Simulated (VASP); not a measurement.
Ag:

```xyz
3
Lattice="-2.8645 2.8645 2.8645 2.8645 -2.8645 2.8645 2.8645 2.8645 -2.8645" Properties=species:S:1:pos:R:3 pbc="T T T"
Ag    2.8645    0.0000    0.0000
Ag    0.0000    2.8645    0.0000
Ag    0.0000    0.0000    2.8645
```

The cell was built from a structure type or drawn by symmetry, and may not be a known phase.

- Program: VASP 6.6.1
- Task: relaxation of cell and atoms
- Functional: PBE
- Potentials or basis: VASP PAW PBE potentials, release 64 (Ag)
- Cutoff: 600 eV
- k mesh: 4 × 4 × 4
- Occupations: gaussian, width 0.1 eV
- Spin: no spin polarisation

At the start: pressure -5.2 GPa; volume 31.34 Å³/atom.

**Question.** Where does the relaxation end?

**Answer.** Over 3 steps the energy falls by 121.4 meV/atom and the volume is 25.49 Å³/atom (-18.7 %); space group Im-3m (No. 229, to 0.1 Å) before and after.

The path:
| step | energy change (eV) | largest force (eV/Å) | pressure (GPa) | volume (Å³) |
| --- | --- | --- | --- | --- |
| 1 | 0.0000 | 0.0000 | -5.18 | 94.01 |
| 2 | -0.3289 | 0.0000 | -2.27 | 80.90 |
| 3 | -0.3643 | 0.0000 | -0.18 | 76.46 |

Final structure:
```yaml
crystal:
  lattice:
    - [-2.67376, 2.67376, 2.67376]
    - [2.67376, -2.67376, 2.67376]
    - [2.67376, 2.67376, -2.67376]
  atoms:
    - { symbol: Ag, position: [0.00000, 0.50000, 0.50000] }
    - { symbol: Ag, position: [0.50000, 0.00000, 0.50000] }
    - { symbol: Ag, position: [0.50000, 0.50000, 0.00000] }
```

Caveat: the k points lie up to 0.42 Å⁻¹ apart in the final cell, too coarse for converged energies and pressures of a metal; the volume moved by over 15 % at a fixed basis, so the end points are rough.
